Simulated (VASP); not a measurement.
# LiF (d3) (Fm-3m) in VASP: further runs

The runs below take LiF (d3) through single point, relaxation of cell and atoms, with PBE+D3(BJ).

Program: VASP 6.6.1. These are calculated values, not measurements. Logs are shortened: lines on timing, memory, paths and dates and some standing lists are left out, and cuts for length are marked.

## Step 1: The cell of the first run

The structure is cubic, space group Fm-3m (No. 225). The conventional cell has a = 4.083 Å, b = 4.083 Å, c = 4.083 Å, α = 90.00°, β = 90.00°, γ = 90.00°. Within 2.7 Å of Li (site symmetry m-3m) lie 6 F at 2.04 Å. F (site symmetry m-3m) has 6 Li at 2.04 Å within 2.7 Å.

## Step 2: Single point, PBE+D3(BJ)

INCAR reads:

```
SYSTEM = LiF
  PREC = Accurate
  ENCUT = 750
  EDIFF = 1E-6
  ISMEAR = 0
  SIGMA = 0.1
  LREAL = .FALSE.
  LASPH = .TRUE.
  NELM = 120
  ALGO = Normal
  ISIF = 2
  LWAVE = .FALSE.
  LCHARG = .FALSE.
  GGA = PE
  IVDW = 12
  NBANDS = 12
  GGA_COMPAT = .FALSE.
```

KPOINTS reads:

```
Automatic mesh
0
G
  8 8 8
  0 0 0
```

POSCAR reads:

```
LiF
1.0
    0.0000000000      2.0417135700      2.0417135700
    2.0417135700      0.0000000000      2.0417135700
    2.0417135700      2.0417135700      0.0000000000
Li F
1 1
Direct
    0.0000000000      0.0000000000      0.0000000000
    0.5000000000      0.5000000000      0.5000000000
```

Potentials or basis: VASP PAW PBE potentials, release 64 (Li_sv, F).

On the command line:

```
$ cat potpaw_PBE.64/Li_sv/POTCAR potpaw_PBE.64/F/POTCAR > POTCAR
$ mpirun -np 1 vasp_std > vasp.out
```

OUTCAR:

```text
SYSTEM = LiF
   PREC = Accurate
   ENCUT = 750
   EDIFF = 1E-6
   ISMEAR = 0
   LREAL = .FALSE.
   LASPH = .TRUE.
   NELM = 120
   ISIF = 2
   GGA = PE
   IVDW = 12
 IVDW          = 12

 ion  position               nearest neighbor table
   1  0.000  0.000  0.000-   2 2.04   2 2.04   2 2.04   2 2.04   2 2.04   2 2.04
   2  0.500  0.500  0.500-   1 2.04   1 2.04   1 2.04   1 2.04   1 2.04   1 2.04

  LATTYP: Found a face centered cubic cell.
 ALAT       =     4.0834271400

  Lattice vectors:

 A1 = (   0.0000000000,   2.0417135700,   2.0417135700)
 A2 = (   2.0417135700,   0.0000000000,   2.0417135700)
 A3 = (   2.0417135700,   2.0417135700,   0.0000000000)

Analysis of symmetry for initial positions (statically):
=====================================================================
 Subroutine PRICEL returns:
 Original cell was already a primitive cell.

 Routine SETGRP: Setting up the symmetry group for a
 face centered cubic supercell.

 Subroutine GETGRP returns: Found 48 space group operations
 (whereof 48 operations were pure point group operations)
 out of a pool of 48 trial point group operations.

The static configuration has the point symmetry O_h .

Analysis of symmetry for dynamics (positions and initial velocities):
=====================================================================
 Subroutine PRICEL returns:
 Original cell was already a primitive cell.

 Routine SETGRP: Setting up the symmetry group for a
 face centered cubic supercell.

 Subroutine GETGRP returns: Found 48 space group operations
 (whereof 48 operations were pure point group operations)
 out of a pool of 48 trial point group operations.

The dynamic configuration has the point symmetry O_h .

 Subroutine INISYM returns: Found 48 space group operations
 (whereof 48 operations are pure point group operations),
 and found     1 'primitive' translations

----------------------------------------------------------------------------------------

                                     Primitive cell

  volume of cell :      17.0222

  direct lattice vectors                    reciprocal lattice vectors
     0.000000000  2.041713570  2.041713570    -0.244892333  0.244892333  0.244892333
     2.041713570  0.000000000  2.041713570     0.244892333 -0.244892333  0.244892333
     2.041713570  2.041713570  0.000000000     0.244892333  0.244892333 -0.244892333

  length of vectors
     2.887419021  2.887419021  2.887419021     0.424165964  0.424165964  0.424165964

  position of ions in fractional coordinates (direct lattice)
     0.000000000  0.000000000  0.000000000
     0.500000000  0.500000000  0.500000000

  ion indices of the primitive-cell ions
   primitive index   ion index
                 1           1
                 2           2

----------------------------------------------------------------------------------------

 KPOINTS: Automatic mesh

Automatic generation of k-mesh.
 Grid dimensions read from file:
 generate k-points for:    8    8    8

 Generating k-lattice:

  Cartesian coordinates                     Fractional coordinates (reciprocal lattice)
    -0.030611542  0.030611542  0.030611542     0.125000000  0.000000000  0.000000000
     0.030611542 -0.030611542  0.030611542     0.000000000  0.125000000  0.000000000
     0.030611542  0.030611542 -0.030611542     0.000000000  0.000000000  0.125000000

  Length of vectors
     0.053020745  0.053020745  0.053020745

  Shift w.r.t. Gamma in fractional coordinates (k-lattice)
     0.000000000  0.000000000  0.000000000

 Subroutine IBZKPT returns following result:
 ===========================================

 Found     29 irreducible k-points:

 Following reciprocal coordinates:
            Coordinates               Weight
  0.000000  0.000000  0.000000      1.000000
  0.125000  0.000000  0.000000      8.000000
  0.250000  0.000000  0.000000      8.000000
  0.375000  0.000000  0.000000      8.000000
  0.500000  0.000000  0.000000      4.000000
  0.125000  0.125000  0.000000      6.000000
[... 16 lines left out ...]
  0.500000  0.250000  0.125000     48.000000
 -0.375000  0.250000  0.125000     24.000000
 [... further k-points ...]
   k-points           NKPTS =     29   k-points in BZ     NKDIM =     29   number of bands    NBANDS=     12
   number of dos      NEDOS =    301   number of ions     NIONS =      2
   total plane-waves  NPLWV =  21952
   dimension x,y,z NGX =    28 NGY =   28 NGZ =   28
   dimension x,y,z NGXF=    56 NGYF=   56 NGZF=   56
   ions per type =               1   1
   NGX,Y,Z   is equivalent  to a cutoff of  16.12, 16.12, 16.12 a.u.
   NGXF,Y,Z  is equivalent  to a cutoff of  32.24, 32.24, 32.24 a.u.
 SYSTEM =  LiF
   PREC   = accura    normal or accurate (medium, high low for compatibility)
   ISTART =      0    job   : 0-new  1-cont  2-samecut
   ICHARG =      2    charge: 1-file 2-atom 10-const
   ISPIN  =      1    spin polarized calculation?
   LNONCOLLINEAR =      F non collinear calculations
   LSORBIT =      F    spin-orbit coupling
   LASPH  =      T    aspherical Exc in radial PAW
   ENCUT  =  750.0 eV  55.12 Ry    7.42 a.u.   6.45  6.45  6.45*2*pi/ulx,y,z
   NELM   =    120;   NELMIN=  2; NELMDL= -5     # of ELM steps
   EDIFF  = 0.1E-05   stopping-criterion for ELM
   LREAL  =      F    real-space projection
[... 7 lines left out ...]
   TEBEG  =    0.0;   TEEND  =   0.0 temperature during run
   PSTRESS=    0.0 pullay stress
   NELECT =      10.0000    total number of electrons
   NUPDOWN=      -1.0000    fix difference up-down
   EMIN   =  10.00;   EMAX   =-10.00  energy-range for DOS
   EFERMI =   0.00;   METHOD = LEGACY
   ISMEAR =     0;   SIGMA  =   0.10  broadening in eV -4-tet -1-fermi 0-gaus
   EFERMI_NEDOS =   21; number of points for ismear=-14 and -15
   IALGO  =     38    algorithm
   IMIX   =      4    mixing-type and parameters
     AMIX     =   0.40;   BMIX     =  1.00
     AMIX_MAG =   1.60;   BMIX_MAG =  1.00
  volume/ion in A,a.u.               =       8.51        57.44
  Fermi-wavevector in a.u.,A,eV,Ry     =   1.371103  2.591009 25.577904  1.879923
  Thomas-Fermi vector in A             =   2.496830
   LORBIT       =      0    0 simple, 1 ext, 2 COOP (PROOUT), +10 PAW based schemes
   GGA     = PE    functional components
   LHFCALC =     F    Hartree Fock is set to
   AEXX    =    0.0000 exact exchange contribution
   IVDW    =    12    specifies the selected vdW correction
   LEPSILON=     F    determine dielectric tensor
   LRPA    =     F    only Hartree local field effects (RPA)
 non-spin polarized calculation
 Gauss-broadening in eV      SIGMA  =   0.10
  energy-cutoff  :      750.00
  volume of cell :       17.02
 maximum number of plane-waves:       821
 NGX is ok and might be reduce to    28
   NGX = 13   NGY = 13   NGZ = 13

 number of electron      10.0000000 magnetization

 number of electron       9.9999998 magnetization

 Free energy of the ion-electron system (eV)
  ---------------------------------------------------
  ext. energy  EPLUGINS =         0.00000000
  ---------------------------------------------------
  free energy    TOTEN  =        -9.64443762 eV

  energy without entropy =       -9.64443762  energy(sigma->0) =       -9.64443762

 E-fermi :  -0.7055     XC(G=0):  -9.7862

 val. band max:       -1.2700520493   @ k =   0.0000   0.0000   0.0000
 cond. band min:       7.4519732466   @ k =   0.0000   0.0000   0.0000
 fundamental gap:      8.7220252960
 Fermi energy:        -0.7054938759

 k-point     1 :       0.0000    0.0000    0.0000
  band No.  band energies     occupation
      1     -42.2722      2.00000
      2     -21.1323      2.00000
      3      -1.2701      2.00000
      4      -1.2701      2.00000
      5      -1.2701      2.00000
      6       7.4520      0.00000
      7      22.1640      0.00000
      8      22.1640      0.00000
      9      22.1640      0.00000
     10      22.6565      0.00000
     11      22.6565      0.00000
     12      22.6565      0.00000

 k-point     2 :       0.1250    0.0000    0.0000
  band No.  band energies     occupation
      1     -42.2650      2.00000
      2     -21.0759      2.00000
      3      -1.6870      2.00000
      4      -1.3029      2.00000
      5      -1.3029      2.00000
      6       7.8932      0.00000
      7      18.9415      0.00000
      8      20.6215      0.00000
      9      20.6215      0.00000
     10      23.8310      0.00000
     11      23.9497      0.00000
     12      23.9497      0.00000

 k-point     3 :       0.2500    0.0000    0.0000
  band No.  band energies     occupation
      1     -42.2477      2.00000
      2     -20.9363      2.00000
      3      -2.5783      2.00000
      4      -1.3802      2.00000
      5      -1.3802      2.00000
      6       8.7439      0.00000
      7      16.3064      0.00000
      8      18.9015      0.00000
      9      18.9015      0.00000
     10      25.1597      0.00000
     11      25.7456      0.00000
     12      25.7456      0.00000
[... 286 lines left out ...]
 k-point    23 :       0.5000    0.2500    0.1250
  band No.  band energies     occupation
      1     -42.2221      2.00000
      2     -20.6785      2.00000
      3      -3.2831      2.00000
      4      -2.3139      2.00000
      5      -1.6582      2.00000
      6      10.7157      0.00000
      7      14.3678      0.00000
      8      17.4042      0.00000
      9      17.7712      0.00000
     10      23.9411      0.00000
     11      28.3522      0.00000
     12      31.0662      0.00000

 k-point    24 :      -0.3750    0.2500    0.1250
  band No.  band energies     occupation
      1     -42.2165      2.00000
      2     -20.6218      2.00000
      3      -3.4776      2.00000
      4      -2.4224      2.00000
      5      -1.7230      2.00000
      6      10.9784      0.00000
      7      14.1018      0.00000
      8      17.3171      0.00000
      9      17.4072      0.00000
     10      25.7537      0.00000
     11      26.8338      0.00000
     12      32.1905      0.00000

 [... further k-points ...]

------------------------ aborting loop because EDIFF is reached ----------------------------------------

 Edisp (eV)   -0.34202

 E8    (eV) :    -0.1254

  FORCE on cell =-STRESS in cart. coord.  units (eV):
  Direction    XX          YY          ZZ          XY          YZ          ZX
  --------------------------------------------------------------------------------------
  -------------------------------------------------------------------------------------
  Total      -0.50580    -0.50580    -0.50580     0.00000     0.00000    -0.00000
  in kB     -47.60768   -47.60768   -47.60768     0.00000     0.00000    -0.00000
  external pressure =      -47.61 kB  Pullay stress =        0.00 kB

 VOLUME and BASIS-vectors are now :
 -----------------------------------------------------------------------------
  energy-cutoff  :      750.00
  volume of cell :       17.02
      direct lattice vectors                 reciprocal lattice vectors
     0.000000000  2.041713570  2.041713570    -0.244892333  0.244892333  0.244892333
     2.041713570  0.000000000  2.041713570     0.244892333 -0.244892333  0.244892333
     2.041713570  2.041713570  0.000000000     0.244892333  0.244892333 -0.244892333

 POSITION                                       TOTAL-FORCE (eV/Angst)
 -----------------------------------------------------------------------------------
      0.00000      0.00000      0.00000         0.000000      0.000000     -0.000000
      2.04171      2.04171      2.04171        -0.000000     -0.000000      0.000000
 -----------------------------------------------------------------------------------
    total drift:                                0.000000      0.000000      0.000000

  FREE ENERGIE OF THE ION-ELECTRON SYSTEM (eV)
  ---------------------------------------------------
  free  energy   TOTEN  =        -9.9864605060 eV

  energy  without entropy=       -9.9864605060  energy(sigma->0) =       -9.98646051
```

Run time: 18 s. Hardware: 1 thread of Intel Xeon 8259CL, shared host; peak memory 0.16 GiB.

What came out:

* Free energy: -9.9865 eV
* Pressure: -4.8 GPa
* Band gap on the k mesh: 8.72 eV, direct
* Dispersion energy per atom: -0.171 eV

A k mesh can miss the band edges. As with any semilocal functional, this PBE gap is likely too small.

[end of part 1 of 2]
